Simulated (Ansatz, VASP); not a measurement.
# Two plane-wave programs on SiC

INCAR

```
PREC = Accurate
ENCUT = 520
EDIFF = 1E-7
ISMEAR = 0
SIGMA = 0.05
LREAL = False
LASPH = True
NELM = 80
ALGO = Normal
ISIF = 2
LWAVE = False
LCHARG = False
GGA = PE
NBANDS = 11
```

KPOINTS

```
regular mesh
0
Gamma
  12 12 12
```

The input POSCAR:

```
SiC
1.0
    0.0000000000      2.1740000000      2.1740000000
    2.1740000000      0.0000000000      2.1740000000
    2.1740000000      2.1740000000      0.0000000000
Si C
1 1
Direct
    0.0000000000      0.0000000000      0.0000000000
    0.7155013799      0.7155013799      0.7844986201
```

Input for Ansatz:

```yaml
crystal:
  lattice:
    - [0.0, 2.174, 2.174]
    - [2.174, 0.0, 2.174]
    - [2.174, 2.174, 0.0]
  atoms:
    - { symbol: Si, position: [0.0, 0.0, 0.0] }
    - { symbol: C, position: [0.7155013799, 0.7155013799, 0.7844986201] }
basis:
  ecutwfc: 420
kpoints:
  mp_grid: { grid: [12, 12, 12] }
hamiltonian:
  xc: pbe
scf:
  occupations: { method: gaussian, width: 0.05 }
output:
  forces: true
  stress: true
  eigenvalues: true
```

Change from the starting cell: all C atoms moved -0.150 Å, as atom 2 along Cartesian [0 0 1].

Alike in both runs: task single point; functional PBE; k mesh 12 × 12 × 12; occupations gaussian, width 0.05 eV; no spin polarisation.

|  | VASP | Ansatz |
| --- | --- | --- |
| version | VASP 6.6.1 | Ansatz 0.2.0 |
| potentials or method | VASP PAW PBE potentials, release 64 (Si, C), cutoff 520 eV | scalar-relativistic, plane waves, PAW |
| valence electrons in the cell | 8 | 8 |

Ansatz gave:

```
gap on the k mesh at the Fermi level (eV)                     : 0.66
least direct gap on the mesh (eV)                             : 4.19
pressure (GPa)                                                : 7.5
traceless stress, the component that is largest in VASP (GPa) : -10.43
rms of the force components (eV/Å)                            : 1.641
```

**Question.** What did VASP give for the same quantities?

**Answer.** gap on the k mesh at the Fermi level (eV): 0.66; least direct gap on the mesh (eV): 4.19; pressure (GPa): 7.5; traceless stress, the component that is largest in VASP (GPa): -10.42; rms of the force components (eV/Å): 1.641.

Atom by atom the forces differ by 0.001 eV/Å (rms over components). With one functional, cell and mesh, what is left measures potentials, basis and numerics.
